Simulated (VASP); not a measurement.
Write the native input for VASP 6.6.1 that does the following.

* Task: single point
* Functional: LDA
* Potentials or basis: VASP PAW LDA potentials, release 64 (C, Cl, H, F)
* Cutoff: 520 eV
* k mesh: 1 × 1 × 1
* Occupations: fermi-dirac, width 0.02 eV
* Spin: no spin polarisation
* Dipole correction: no
* Further INCAR settings: LREAL = Auto; ALGO = Normal; EDIFF = 1e-06; NBANDS = 118

The structure of H3C2ClF4 lies in POSCAR:

```
H3C2ClF4
1.0
    8.3663050000      0.0000000000      0.0000000000
    0.0000000000      8.3663050000      0.0000000000
    0.0000000000      0.0000000000      8.3663050000
C Cl H F
8 4 12 16
Direct
    0.9565336483      0.7992326232      0.5690284965
    0.6252166379      0.0082095998      0.7436090695
    0.2559658764      0.7616663788      0.0461027626
    0.9777168523      0.2820041340      0.5175377332
    0.5580265637      0.5942540399      0.3549094780
    0.6374447990      0.5302441018      0.8125122482
    0.0572933422      0.2601934398      0.0161327120
    0.6263873814      0.1208412523      0.2380384934
    1.0206446131      0.9429274525      0.7119774757
    0.4159400340     -0.0276443858      0.7311594619
    0.1739059843      0.7029821746      0.2324123949
    1.1181460330      0.3942603924      0.6307760696
    0.8251033393      0.7934292208      0.5716777936
    0.9986454945      0.8366544268      0.4501147839
    1.0087470866      0.6817400661      0.6000129710
    0.6728878941      0.0223340515      0.6221026035
    0.6456308265      0.1179331258      0.8127746854
    0.6834772308     -0.0935227485      0.8027055606
    0.3408282271      0.8602113920      0.0662506503
    0.3179506760      0.6580897263     -0.0065268665
    0.1590220524      0.8016958802     -0.0335297449
    0.9171698293      0.3633440017      0.4340365945
    1.0438894897      0.1886365759      0.4527250305
    0.8920912785      0.2274791848      0.6019157693
    0.7058482501      0.5571390436      0.3993957439
    0.5323376939      0.7463757050      0.3860194485
    0.5436677354      0.5684601842      0.1998800978
    0.4559752842      0.5045351814      0.4330244331
    0.7323819375      0.6076999645      0.9120351331
    0.5280127745      0.4514072509      0.8937266060
    0.5672584377      0.6337494793      0.7166132151
    0.7227506974      0.4285856453      0.7269764077
    0.1342473775      0.3972888571      0.0073710205
    0.0154746126      0.2321358416      0.1667305105
   -0.0737850393      0.2662510930     -0.0727283462
    0.1503631515      0.1436504083     -0.0338292813
    0.6346194885      0.2094244202      0.3686123782
    0.6511387147      0.2118884560      0.1116741437
    0.7368196373      0.0085429231      0.2445169621
    0.4840255562      0.0547693399      0.2283167004
```

These files were run (other wordings do the same):

INCAR

```
SYSTEM = H3C2ClF4
  PREC = Accurate
  ENCUT = 520
  EDIFF = 1E-6
  ISMEAR = -1
  SIGMA = 0.02
  LREAL = Auto
  LASPH = .True.
  NELM = 80
  ALGO = Normal
  ISIF = 2
  LWAVE = .False.
  LCHARG = .False.
  GGA = CA
  NBANDS = 118
```

KPOINTS

```
Automatic mesh
0
Gamma
  1 1 1
  0 0 0
```

Potentials or basis: VASP PAW LDA potentials, release 64 (C, Cl, H, F).

The run is started by

```console
$ cat potpaw_LDA.64/C/POTCAR potpaw_LDA.64/Cl/POTCAR potpaw_LDA.64/H/POTCAR potpaw_LDA.64/F/POTCAR > POTCAR
$ mpirun -np 1 vasp_gam > vasp.out
```

Results of the run:

```yaml
Pressure: 0.2 GPa
Largest_force: 0.585 eV/Å
Band_gap_on_the_k_mesh: 5.35 eV
```

Caveat: the k points lie up to 0.75 Å⁻¹ apart.

Run time: 2.7 min on 1 thread of Intel Xeon 8259CL (shared host), peak memory 0.43 GiB.
